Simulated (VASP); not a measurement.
Set up this calculation in VASP 6.6.1, as the native input.

* Task: single point
* Functional: r2SCAN
* Potentials or basis: VASP PAW PBE potentials, release 64 (Ge_d)
* Cutoff: 520 eV
* k mesh: 4 × 4 × 4
* Occupations: gaussian, width 0.05 eV
* Spin: no spin polarisation
* Dipole correction: no
* Further INCAR settings: ALGO = Normal; EDIFF = 1e-07; NBANDS = 96

Crystal: Ge.

```
Ge
1.0
     5.94844    0.00000    0.00000
     0.00000    5.94844    0.00000
     0.00000    0.00000    7.08884
Ge
12
Direct
  0.08449 0.08449 0.00000
  0.41551 0.58449 0.75000
  0.91551 0.91551 0.50000
  0.58449 0.41551 0.25000
  0.16926 0.37279 0.24432
  0.12721 0.66926 0.99432
  0.83074 0.62721 0.74432
  0.87279 0.33074 0.49432
  0.66926 0.12721 0.00568
  0.62721 0.83074 0.25568
  0.33074 0.87279 0.50568
  0.37279 0.16926 0.75568
```

One way to write it, as run:

POSCAR

```
Ge
1.0
    5.9484402919      0.0000000000      0.0000000000
    0.0000000000      5.9484402919      0.0000000000
    0.0000000000      0.0000000000      7.0888363365
Ge
12
Direct
    0.0844881315      0.0844881315      0.0000000000
    0.4155118685      0.5844881315      0.7500000000
    0.9155118685      0.9155118685      0.5000000000
    0.5844881315      0.4155118685      0.2500000000
    0.1692595798      0.3727934805      0.2443169163
    0.1272065195      0.6692595798      0.9943169163
    0.8307404202      0.6272065195      0.7443169163
    0.8727934805      0.3307404202      0.4943169163
    0.6692595798      0.1272065195      0.0056830837
    0.6272065195      0.8307404202      0.2556830837
    0.3307404202      0.8727934805      0.5056830837
    0.3727934805      0.1692595798      0.7556830837
```

INCAR.step1

```
SYSTEM = Ge
  ALGO = Normal
  EDIFF = 1E-4
  ENCUT = 520
  GGA = PE
  ISMEAR = 0
  LASPH = .TRUE.
  LCHARG = .FALSE.
  LREAL = .FALSE.
  LWAVE = .TRUE.
  NBANDS = 96
  NELM = 60
  PREC = Accurate
  SIGMA = 0.05
```

INCAR.step2

```
SYSTEM = Ge
  ALGO = Normal
  EDIFF = 1E-7
  ENCUT = 520
  ISIF = 2
  ISMEAR = 0
  ISTART = 1
  LASPH = .TRUE.
  LCHARG = .TRUE.
  LELF = .TRUE.
  LMIXTAU = .TRUE.
  LREAL = .FALSE.
  LVHAR = .TRUE.
  LWAVE = .FALSE.
  METAGGA = R2SCAN
  NBANDS = 96
  NELM = 60
  PREC = Accurate
  SIGMA = 0.05
```

KPOINTS

```
k-points
0
G
  4 4 4
  0 0 0
```

Potentials or basis: VASP PAW PBE potentials, release 64 (Ge_d).

Launch:

```console
$ cat potpaw_PBE.64/Ge_d/POTCAR > POTCAR
$ cp INCAR.step1 INCAR
$ mpirun -np 1 vasp_std > vasp.out
$ cp INCAR.step2 INCAR
$ mpirun -np 1 vasp_std > vasp.out
```

Results of the run:

* Pressure: 0.0 GPa
* Largest force: 0.058 eV/Å
* Band gap on the k mesh: 1.28 eV (least direct gap 1.48 eV)

Caveat: the PAW data sets were made with another functional, which shifts forces and pressure a little.

Run time: 43 min on 1 thread of Oxide Virtual Turin-like Processor (shared host), peak memory 0.51 GiB.
